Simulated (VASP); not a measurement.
# BN (P6_3mc) in VASP: further runs, part 2 of 3

VASP 6.6.1.

### 3 Relaxation of the atoms, PBEsol (strained cell)

Contents of INCAR:

```
SYSTEM = BN
PREC = Accurate
ENCUT = 520
EDIFF = 1E-7
ISMEAR = 0
SIGMA = 0.02
LREAL = .False.
LASPH = .True.
NELM = 80
ALGO = Normal
ISIF = 2
LWAVE = .False.
LCHARG = .False.
GGA = PS
IBRION = 2
NSW = 60
EDIFFG = -0.002
```

Contents of KPOINTS:

```
regular mesh
0
Gamma
  9 9 6
  0 0 0
```

Contents of POSCAR:

```
BN
1.0
    2.5659661661      0.0000000000      0.0000000000
   -1.2829830830      2.2221918851      0.0000000000
    0.0000000000      0.0000000000      4.1975546927
B N
2 2
Direct
    0.3333333333      0.6666666667     -0.0003696467
    0.6666666667      0.3333333333      0.4996303533
    0.3333333333      0.6666666667      0.3743696467
    0.6666666667      0.3333333333      0.8743696467
```

Potentials or basis: VASP PAW PBE potentials, release 64 (B, N).

Started as:

```console
$ cat potpaw_PBE.64/B/POTCAR potpaw_PBE.64/N/POTCAR > POTCAR
$ mpirun -np 1 vasp_std > vasp.out
```

OUTCAR:

```text
SYSTEM = BN
   PREC = Accurate
   ENCUT = 520
   EDIFF = 1E-7
   ISMEAR = 0
   LREAL = .False.
   LASPH = .True.
   NELM = 80
   ISIF = 2
   GGA = PS
   IBRION = 2
   NSW = 60
   EDIFFG = -0.002

 ion  position               nearest neighbor table
   1  0.333  0.667  1.000-   4 1.57   4 1.57   4 1.57   3 1.57
   2  0.667  0.333  0.500-   3 1.57   3 1.57   3 1.57   4 1.57
   3  0.333  0.667  0.374-   2 1.57   2 1.57   2 1.57   1 1.57
   4  0.667  0.333  0.874-   1 1.57   1 1.57   1 1.57   2 1.57

  LATTYP: Found a hexagonal cell.
 ALAT       =     2.5659661661
 C/A-ratio  =     1.6358573812

  Lattice vectors:

 A1 = (   2.5659661661,   0.0000000000,   0.0000000000)
 A2 = (  -1.2829830830,   2.2221918851,   0.0000000000)
 A3 = (   0.0000000000,   0.0000000000,   4.1975546927)

Analysis of symmetry for initial positions (statically):
=====================================================================
 Subroutine PRICEL returns:
 Original cell was already a primitive cell.

 Routine SETGRP: Setting up the symmetry group for a
 hexagonal supercell.

 Subroutine GETGRP returns: Found 12 space group operations
 (whereof  6 operations were pure point group operations)
 out of a pool of 24 trial point group operations.

The static configuration has the point symmetry C_3v.
 The point group associated with its full space group is C_6v.

Analysis of symmetry for dynamics (positions and initial velocities):
=====================================================================
 Subroutine PRICEL returns:
 Original cell was already a primitive cell.

 Routine SETGRP: Setting up the symmetry group for a
 hexagonal supercell.

 Subroutine GETGRP returns: Found 12 space group operations
 (whereof  6 operations were pure point group operations)
 out of a pool of 24 trial point group operations.

The dynamic configuration has the point symmetry C_3v.
 The point group associated with its full space group is C_6v.

[... 135 lines left out ...]
 Gauss-broadening in eV      SIGMA  =   0.02
  energy-cutoff  :      520.00
  volume of cell :       23.93
 maximum number of plane-waves:       652
 NGX is ok and might be reduce to    20
   NGX =  9   NGY =  9   NGZ = 15

 number of electron      16.0000000 magnetization

 Free energy of the ion-electron system (eV)
  ---------------------------------------------------
  ext. energy  EPLUGINS =         0.00000000
  ---------------------------------------------------
  free energy    TOTEN  =       -36.61303347 eV

  energy without entropy =      -36.61303347  energy(sigma->0) =      -36.61303347

 E-fermi :   7.4742     XC(G=0): -12.9427

 val. band max:        7.3485106607   @ k =   0.0000   0.0000   0.0000
 cond. band min:      12.3799992104   @ k =   0.3333   0.3333   0.0000
 fundamental gap:      5.0314885497
 Fermi energy:         7.4742183304

 k-point     1 :       0.0000    0.0000    0.0000
  band No.  band energies     occupation
      1     -12.9214      2.00000
      2      -8.6795      2.00000
      3      -3.5028      2.00000
      4       5.1603      2.00000
      5       5.1603      2.00000
      6       7.1236      2.00000
      7       7.3485      2.00000
      8       7.3485      2.00000
      9      15.5111      0.00000
     10      15.5111      0.00000
     11      16.1701      0.00000
     12      16.4598      0.00000
[... 331 lines left out ...]
 k-point    24 :       0.3333    0.3333    0.1667
  band No.  band energies     occupation
      1      -7.6307      2.00000
      2      -7.6307      2.00000
      3      -1.6999      2.00000
      4      -0.4197      2.00000
      5      -0.4197      2.00000
      6       1.6124      2.00000
      7       2.7497      2.00000
      8       2.7497      2.00000
      9      13.1340      0.00000
     10      19.2729      0.00000
     11      19.2729      0.00000
     12      20.6402      0.00000

 [... further k-points ...]

------------------------ aborting loop because EDIFF is reached ----------------------------------------

  FORCE on cell =-STRESS in cart. coord.  units (eV):
  Direction    XX          YY          ZZ          XY          YZ          ZX
  --------------------------------------------------------------------------------------
  -------------------------------------------------------------------------------------
  Total       -1.4340108     -1.4340108      0.1152506     -0.0000000      0.0000000      0.0000000
  in kB      -95.9918021    -95.9918021      7.7148048     -0.0000000      0.0000000      0.0000000
  external PRESSURE =     -61.4229331 kB  Pullay stress =       0.0000000 kB

 VOLUME and BASIS-vectors are now :
 -----------------------------------------------------------------------------
  energy-cutoff  :      520.00
  volume of cell :       23.93
      direct lattice vectors                 reciprocal lattice vectors
     2.565966166  0.000000000  0.000000000     0.389716752  0.225003072  0.000000000
    -1.282983083  2.222191885  0.000000000     0.000000000  0.450006143  0.000000000
     0.000000000  0.000000000  4.197554693     0.000000000  0.000000000  0.238233942

 POSITION                                       TOTAL-FORCE (eV/Angst)
 -----------------------------------------------------------------------------------
     -0.00000      1.48146      4.19600         0.000000      0.000000     -0.000689
      1.28298      0.74073      2.09723        -0.000000      0.000000     -0.000689
     -0.00000      1.48146      1.57144         0.000000      0.000000      0.000689
      1.28298      0.74073      3.67021        -0.000000      0.000000      0.000689
 -----------------------------------------------------------------------------------
    total drift:                               -0.000000     -0.000000     -0.000138

  FREE ENERGIE OF THE ION-ELECTRON SYSTEM (eV)
  ---------------------------------------------------
  free  energy   TOTEN  =       -36.6130334659 eV

  energy  without entropy=      -36.6130334659  energy(sigma->0) =      -36.61303347

 reached required accuracy - stopping structural energy minimisation
```

OSZICAR:

```text
N       E                     dE             d eps       ncg     rms          rms(c)
DAV:   1     0.490918481983E+02    0.49092E+02   -0.87648E+03  1152   0.130E+03
DAV:   2    -0.358937036531E+02   -0.84986E+02   -0.78851E+02  1660   0.273E+02
DAV:   3    -0.384612617575E+02   -0.25676E+01   -0.25572E+01  1528   0.479E+01
DAV:   4    -0.384763200579E+02   -0.15058E-01   -0.15043E-01  1420   0.374E+00
DAV:   5    -0.384764998476E+02   -0.17979E-03   -0.17973E-03  1512   0.371E-01    0.918E+00
DAV:   6    -0.368116607679E+02    0.16648E+01   -0.43722E+00  1412   0.171E+01    0.448E+00
DAV:   7    -0.366544613483E+02    0.15720E+00   -0.20920E-01  1356   0.437E+00    0.263E+00
DAV:   8    -0.366137694802E+02    0.40692E-01   -0.67159E-02  1296   0.227E+00    0.210E-01
DAV:   9    -0.366129649696E+02    0.80451E-03   -0.20056E-03  1472   0.453E-01    0.111E-01
DAV:  10    -0.366130344152E+02   -0.69446E-04   -0.20997E-04  1380   0.139E-01    0.220E-02
DAV:  11    -0.366130339822E+02    0.43300E-06   -0.50562E-05  1464   0.602E-02    0.115E-02
DAV:  12    -0.366130333934E+02    0.58875E-06   -0.72614E-06  1464   0.251E-02    0.169E-03
DAV:  13    -0.366130334659E+02   -0.72446E-07   -0.12674E-07   976   0.414E-03
   1 F= -.36613033E+02 E0= -.36613033E+02  d E =-.366130E+02
```

Run time: 22 s. Hardware: 1 thread of Intel Xeon 8259CL, shared host; peak memory 0.14 GiB.

What came out:

* Free energy: -36.6130 eV
* Pressure after relaxing: -6.1 GPa
* Band gap on the k mesh: 5.03 eV (least direct gap 8.07 eV)

Stress tensor (GPa, compression positive):
```
-9.60  0.00  0.00
 0.00 -9.60  0.00
 0.00  0.00  0.77
```

Final structure:
```xyz
4
Lattice="2.5660 0.0000 0.0000 -1.2830 2.2222 0.0000 0.0000 0.0000 4.1976" Properties=species:S:1:pos:R:3 pbc="T T T"
B     0.0000    1.4815    4.1960
B     1.2830    0.7407    2.0972
N     0.0000    1.4815    1.5714
N     1.2830    0.7407    3.6702
```

Caveat: the cell differs from its parent crystal (strained cell); the relaxation stopped at its first step, so nothing moved; the PAW data sets were made with another functional, which shifts forces and pressure a little; an odd mesh through Γ misses points on the zone boundary, where band edges can lie.

### 4 Relaxation of the atoms, PBEsol (strained cell)

Contents of INCAR:

```
PREC = Accurate
ENCUT = 520
EDIFF = 1E-6
ISMEAR = 0
SIGMA = 0.02
LREAL = F
LASPH = T
NELM = 100
ALGO = Normal
ISIF = 2
LWAVE = F
LCHARG = F
GGA = PS
IBRION = 2
NSW = 60
EDIFFG = -0.002
```

Contents of KPOINTS:

```
regular mesh
0
Gamma
  9 9 6
```

Edit POSCAR of step 3 so:

```diff
@@ -4,3 +4,3 @@
    -1.2829830830      2.2221918851      0.0000000000
-    0.0000000000      0.0000000000      4.1975546927
+    0.0000000000      0.0000000000      4.1977517949
 B N
```

Potentials or basis: VASP PAW PBE potentials, release 64 (B, N).

Started as:

```console
$ cat potpaw_PBE.64/B/POTCAR potpaw_PBE.64/N/POTCAR > POTCAR
$ mpirun -np 1 vasp_std > vasp.out
```

OUTCAR:

```text
PREC = Accurate
   ENCUT = 520
   EDIFF = 1E-6
   ISMEAR = 0
   LREAL = F
   LASPH = T
   NELM = 100
   ISIF = 2
   GGA = PS
   IBRION = 2
   NSW = 60
   EDIFFG = -0.002

 ion  position               nearest neighbor table
   1  0.333  0.667  1.000-   4 1.57   4 1.57   4 1.57   3 1.57
   2  0.667  0.333  0.500-   3 1.57   3 1.57   3 1.57   4 1.57
   3  0.333  0.667  0.374-   2 1.57   2 1.57   2 1.57   1 1.57
   4  0.667  0.333  0.874-   1 1.57   1 1.57   1 1.57   2 1.57

  LATTYP: Found a hexagonal cell.
 ALAT       =     2.5659661661
 C/A-ratio  =     1.6359341952

  Lattice vectors:

 A1 = (   2.5659661661,   0.0000000000,   0.0000000000)
 A2 = (  -1.2829830830,   2.2221918851,   0.0000000000)
 A3 = (   0.0000000000,   0.0000000000,   4.1977517949)

Analysis of symmetry for initial positions (statically):
=====================================================================
 Subroutine PRICEL returns:
 Original cell was already a primitive cell.

 Routine SETGRP: Setting up the symmetry group for a
 hexagonal supercell.

 Subroutine GETGRP returns: Found 12 space group operations
 (whereof  6 operations were pure point group operations)
 out of a pool of 24 trial point group operations.

The static configuration has the point symmetry C_3v.
 The point group associated with its full space group is C_6v.

Analysis of symmetry for dynamics (positions and initial velocities):
=====================================================================
 Subroutine PRICEL returns:
 Original cell was already a primitive cell.

 Routine SETGRP: Setting up the symmetry group for a
 hexagonal supercell.

 Subroutine GETGRP returns: Found 12 space group operations
 (whereof  6 operations were pure point group operations)
 out of a pool of 24 trial point group operations.

The dynamic configuration has the point symmetry C_3v.
 The point group associated with its full space group is C_6v.

 Subroutine INISYM returns: Found 12 space group operations
 (whereof  6 operations are pure point group operations),
 and found     1 'primitive' translations

----------------------------------------------------------------------------------------

                                     Primitive cell

  volume of cell :      23.9359

  direct lattice vectors                    reciprocal lattice vectors
     2.565966166  0.000000000  0.000000000     0.389716752  0.225003072  0.000000000
    -1.282983083  2.222191885  0.000000000     0.000000000  0.450006143  0.000000000
     0.000000000  0.000000000  4.197751795     0.000000000  0.000000000  0.238222756

  length of vectors
     2.565966166  2.565966166  4.197751795     0.450006143  0.450006143  0.238222756

  position of ions in fractional coordinates (direct lattice)
     0.333333333  0.666666667  0.999630353
     0.666666667  0.333333333  0.499630353
     0.333333333  0.666666667  0.374369647
     0.666666667  0.333333333  0.874369647

  ion indices of the primitive-cell ions
   primitive index   ion index
                 1           1
                 2           2
                 3           3
                 4           4

----------------------------------------------------------------------------------------

 KPOINTS: regular mesh

[... 53 lines left out ...]
   dimension x,y,z NGXF=    40 NGYF=   40 NGZF=   64
   ions per type =               2   2
   NGX,Y,Z   is equivalent  to a cutoff of  12.96, 12.96, 12.67 a.u.
   NGXF,Y,Z  is equivalent  to a cutoff of  25.92, 25.92, 25.35 a.u.
 SYSTEM =  unknown system
   PREC   = accura    normal or accurate (medium, high low for compatibility)
   ISTART =      0    job   : 0-new  1-cont  2-samecut
   ICHARG =      2    charge: 1-file 2-atom 10-const
   ISPIN  =      1    spin polarized calculation?
   LNONCOLLINEAR =      F non collinear calculations
   LSORBIT =      F    spin-orbit coupling
   LASPH  =      T    aspherical Exc in radial PAW
   ENCUT  =  520.0 eV  38.22 Ry    6.18 a.u.   4.77  4.77  7.81*2*pi/ulx,y,z
   NELM   =    100;   NELMIN=  2; NELMDL= -5     # of ELM steps
   EDIFF  = 0.1E-05   stopping-criterion for ELM
   LREAL  =      F    real-space projection
   EDIFFG = -.2E-02   stopping-criterion for IOM
   NSW    =     60    number of steps for IOM
   IBRION =      2    ionic relax: 0-MD 1-quasi-New 2-CG
   NFREE  =      1    steps in history (QN), initial steepest desc. (CG)
   ISIF   =      2    stress and relaxation
   ISYM   =      2    0-nonsym 1-usesym 2-fastsym
   POTIM  = 0.5000    time-step for ionic-motion
   TEBEG  =    0.0;   TEEND  =   0.0 temperature during run
   PSTRESS=    0.0 pullay stress
   NELECT =      16.0000    total number of electrons
   NUPDOWN=      -1.0000    fix difference up-down
   EMIN   =  10.00;   EMAX   =-10.00  energy-range for DOS
   EFERMI =   0.00;   METHOD = LEGACY
   ISMEAR =     0;   SIGMA  =   0.02  broadening in eV -4-tet -1-fermi 0-gaus
   EFERMI_NEDOS =   21; number of points for ismear=-14 and -15
   IALGO  =     38    algorithm
   IMIX   =      4    mixing-type and parameters
     AMIX     =   0.40;   BMIX     =  1.00
     AMIX_MAG =   1.60;   BMIX_MAG =  1.00
  volume/ion in A,a.u.               =       5.98        40.38
  Fermi-wavevector in a.u.,A,eV,Ry     =   1.431413  2.704979 27.877580  2.048944
  Thomas-Fermi vector in A             =   2.551153
   LORBIT       =      0    0 simple, 1 ext, 2 COOP (PROOUT), +10 PAW based schemes
   GGA     = PS    functional components
   LHFCALC =     F    Hartree Fock is set to
   AEXX    =    0.0000 exact exchange contribution
   IVDW    =     0    specifies the selected vdW correction
   LEPSILON=     F    determine dielectric tensor
   LRPA    =     F    only Hartree local field effects (RPA)
 conjugate gradient relaxation of ions
 non-spin polarized calculation
 Gauss-broadening in eV      SIGMA  =   0.02
  energy-cutoff  :      520.00
  volume of cell :       23.94
 maximum number of plane-waves:       652
 NGX is ok and might be reduce to    20
   NGX =  9   NGY =  9   NGZ = 15

 number of electron      16.0000000 magnetization

 Free energy of the ion-electron system (eV)
  ---------------------------------------------------
  ext. energy  EPLUGINS =         0.00000000
  ---------------------------------------------------
  free energy    TOTEN  =       -36.61303862 eV

  energy without entropy =      -36.61303862  energy(sigma->0) =      -36.61303862

 E-fermi :   7.4738     XC(G=0): -12.9425

 val. band max:        7.3480514226   @ k =   0.0000   0.0000   0.0000
 cond. band min:      12.3793400411   @ k =   0.3333   0.3333   0.0000
 fundamental gap:      5.0312886185
 Fermi energy:         7.4738194229

 k-point     1 :       0.0000    0.0000    0.0000
  band No.  band energies     occupation
      1     -12.9213      2.00000
      2      -8.6802      2.00000
      3      -3.5031      2.00000
      4       5.1603      2.00000
      5       5.1603      2.00000
      6       7.1230      2.00000
      7       7.3481      2.00000
      8       7.3481      2.00000
      9      15.5107      0.00000
     10      15.5107      0.00000
     11      16.1677      0.00000
     12      16.4596      0.00000
[... 331 lines left out ...]
 k-point    24 :       0.3333    0.3333    0.1667
  band No.  band energies     occupation
      1      -7.6308      2.00000
      2      -7.6308      2.00000
      3      -1.6999      2.00000
      4      -0.4200      2.00000
      5      -0.4200      2.00000
      6       1.6118      2.00000
      7       2.7493      2.00000
      8       2.7493      2.00000
      9      13.1332      0.00000
     10      19.2711      0.00000
     11      19.2711      0.00000
     12      20.6394      0.00000

 [... further k-points ...]

------------------------ aborting loop because EDIFF is reached ----------------------------------------

  FORCE on cell =-STRESS in cart. coord.  units (eV):
  Direction    XX          YY          ZZ          XY          YZ          ZX
  --------------------------------------------------------------------------------------
  -------------------------------------------------------------------------------------
  Total       -1.4343108     -1.4343108      0.1080447     -0.0000000      0.0000000     -0.0000000
  in kB      -96.0073762    -96.0073762      7.2321077     -0.0000000      0.0000000     -0.0000000
  external PRESSURE =     -61.5942149 kB  Pullay stress =       0.0000000 kB

 VOLUME and BASIS-vectors are now :
 -----------------------------------------------------------------------------
  energy-cutoff  :      520.00
  volume of cell :       23.94
      direct lattice vectors                 reciprocal lattice vectors
     2.565966166  0.000000000  0.000000000     0.389716752  0.225003072  0.000000000
    -1.282983083  2.222191885  0.000000000     0.000000000  0.450006143  0.000000000
     0.000000000  0.000000000  4.197751795     0.000000000  0.000000000  0.238222756

 POSITION                                       TOTAL-FORCE (eV/Angst)
 -----------------------------------------------------------------------------------
     -0.00000      1.48146      4.19620         0.000000      0.000000     -0.000535
      1.28298      0.74073      2.09732        -0.000000      0.000000     -0.000535
     -0.00000      1.48146      1.57151        -0.000000     -0.000000      0.000535
      1.28298      0.74073      3.67039         0.000000      0.000000      0.000535
 -----------------------------------------------------------------------------------
    total drift:                               -0.000000     -0.000000     -0.000288

  FREE ENERGIE OF THE ION-ELECTRON SYSTEM (eV)
  ---------------------------------------------------
  free  energy   TOTEN  =       -36.6130386153 eV

  energy  without entropy=      -36.6130386153  energy(sigma->0) =      -36.61303862

 reached required accuracy - stopping structural energy minimisation
```

CONTCAR:

```text
BN
   1.00000000000000
     2.5659661660999999    0.0000000000000000    0.0000000000000000
    -1.2829830830000000    2.2221918851000000    0.0000000000000000
     0.0000000000000000    0.0000000000000000    4.1977517949000003
  B               N
     2     2
Direct
     0.3333333332999970    0.6666666667000030    0.9996303532999988
     0.6666666667000030    0.3333333332999970    0.4996303532999988
     0.3333333332999970    0.6666666667000030    0.3743696467000035
     0.6666666667000030    0.3333333332999970    0.8743696467000035

  0.00000000E+00  0.00000000E+00  0.00000000E+00
  0.00000000E+00  0.00000000E+00  0.00000000E+00
  0.00000000E+00  0.00000000E+00  0.00000000E+00
  0.00000000E+00  0.00000000E+00  0.00000000E+00
```

Wall time 20 s (1 thread of Intel Xeon 8259CL, shared host); peak memory 0.14 GiB.

Results:

```
Free energy             : -36.6130 eV
Pressure after relaxing : -6.2 GPa
Band gap on the k mesh  : 5.03 eV (least direct gap 8.07 eV)
```

Final structure:
```
B N
1.0
     2.56597    0.00000    0.00000
    -1.28298    2.22219    0.00000
     0.00000    0.00000    4.19775
B N
2 2
Cartesian
  0.0000 1.4815 4.1962
  1.2830 0.7407 2.0973
  0.0000 1.4815 1.5715
  1.2830 0.7407 3.6704
```

Levels at points of the mesh, in eV from the valence-band top:
```
           k point  band 4  band 5  band 6  band 7  band 8  band 9  band 10  band 11  band 12
(0.00, 0.00, 0.00)   -2.19   -2.19   -0.23    0.00    0.00    8.16     8.16     8.82     9.11
(0.00, 0.00, 0.50)   -5.59   -1.21   -1.21   -1.21   -1.21    9.16     9.16     9.73     9.73
```

Caveat: the cell differs from its parent crystal (strained cell); the relaxation stopped at its first step, so nothing moved; the PAW data sets were made with another functional, which shifts forces and pressure a little; an odd mesh through Γ misses points on the zone boundary, where band edges can lie.

(Continued in part 3 of 3.)
